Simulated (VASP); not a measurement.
Set up this calculation in VASP 6.6.1, as the native input.

```
Task                    : single point
Functional              : PBE
Potentials or basis     : VASP PAW PBE potentials, release 64 (Cd, S)
Cutoff                  : 520 eV
k mesh                  : 12 × 12 × 4
Occupations             : gaussian, width 0.02 eV
Spin                    : no spin polarisation
Dipole correction       : no
k mesh for the DOS      : 18 × 18 × 6
Occupations for the DOS : tetrahedron
Further INCAR settings  : ALGO = Normal; EDIFF = 1e-06; NBANDS = 26
```

Crystal: CdS.

```
Cd S
1.0
     4.19712    0.00000    0.00000
    -2.09856    3.63481    0.00000
     0.00000    0.00000    6.82790
Cd S
2 2
Direct
  0.33333 0.66667 0.00416
  0.66667 0.33333 0.50416
  0.33333 0.66667 0.38084
  0.66667 0.33333 0.88084
```

These files were run (other wordings do the same):

POSCAR

```
CdS
1.0
    4.1971167966      0.0000000000      0.0000000000
   -2.0985583983      3.6348097685      0.0000000000
    0.0000000000      0.0000000000      6.8279024161
Cd S
2 2
Direct
    0.3333333333      0.6666666667      0.0041597908
    0.6666666667      0.3333333333      0.5041597908
    0.3333333333      0.6666666667      0.3808401992
    0.6666666667      0.3333333333      0.8808401992
```

INCAR.step1

```
SYSTEM = CdS
PREC = Accurate
ENCUT = 520
EDIFF = 1E-6
ISMEAR = 0
SIGMA = 0.02
LREAL = .FALSE.
LASPH = .TRUE.
NELM = 80
ALGO = Normal
ISIF = 2
LWAVE = .FALSE.
LCHARG = .TRUE.
GGA = PE
NBANDS = 26
```

KPOINTS.step1

```
regular mesh
0
G
  12 12 4
  0 0 0
```

INCAR.step2

```
SYSTEM = CdS
PREC = Accurate
ENCUT = 520
EDIFF = 1E-6
ISMEAR = -5
SIGMA = 0.02
LREAL = .FALSE.
LASPH = .TRUE.
NELM = 80
ALGO = Normal
ISIF = 2
LWAVE = .FALSE.
LCHARG = .FALSE.
GGA = PE
LORBIT = 11
NBANDS = 26
NEDOS = 1001
ICHARG = 11
```

KPOINTS.step2

```
regular mesh
0
G
  18 18 6
  0 0 0
```

Potentials or basis: VASP PAW PBE potentials, release 64 (Cd, S).

Launch:

```sh
$ cat potpaw_PBE.64/Cd/POTCAR potpaw_PBE.64/S/POTCAR > POTCAR
$ cp INCAR.step1 INCAR
$ cp KPOINTS.step1 KPOINTS
$ mpirun -np 1 vasp_std > vasp.out
$ cp INCAR.step2 INCAR
$ cp KPOINTS.step2 KPOINTS
$ mpirun -np 1 vasp_std > vasp.out
```

Results of the run:

```
Valence electrons inside the program's atomic spheres : Cd 10.28; S 3.71
```

Wall time 3.2 min on 1 thread of AMD EPYC 9R45 (Zen 5), with other jobs on the host, peak memory 0.42 GiB.
